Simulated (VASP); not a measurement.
Wanted: the native input for a VASP 6.6.1 run.

```
Task                   : single point
Functional             : LDA
Potentials or basis    : VASP PAW LDA potentials, release 64 (Sr_sv, O)
Cutoff                 : 600 eV
k mesh                 : 6 × 6 × 6
Occupations            : methfessel-paxton, width 0.03 eV
Spin                   : no spin polarisation
Dipole correction      : no
Further INCAR settings : ALGO = Normal; EDIFF = 1e-06; NBANDS = 15
```

The structure of SrO lies in POSCAR:

```
SrO
1.0
    0.0000000000      2.5837846888      2.5837846888
    2.5837846888      0.0000000000      2.5837846888
    2.5837846888      2.5837846888      0.0000000000
Sr O
1 1
Direct
    0.5000000000      0.5000000000      0.5000000000
    0.0000000000      0.0000000000      0.0000000000
```

These files were run (other wordings do the same):

INCAR

```
ALGO = Normal
EDIFF = 1E-6
ENCUT = 600
GGA = CA
GGA_COMPAT = False
ISIF = 2
ISMEAR = 1
LASPH = True
LCHARG = False
LREAL = False
LWAVE = False
NBANDS = 15
NELM = 120
PREC = Accurate
SIGMA = 0.03
```

KPOINTS

```
k-points
0
Gamma
  6 6 6
```

Potentials or basis: VASP PAW LDA potentials, release 64 (Sr_sv, O).

Run with:

```bash
$ cat potpaw_LDA.64/Sr_sv/POTCAR potpaw_LDA.64/O/POTCAR > POTCAR
$ mpirun -np 1 vasp_std > vasp.out
```

Results of the run:

```yaml
Pressure: -5.0 GPa
Band_gap_on_the_k_mesh: 3.11 eV, indirect (least direct gap 3.21 eV)
```

It took 24 s on 1 thread of AMD EPYC 7R13, on a shared host, peak memory 0.12 GiB.
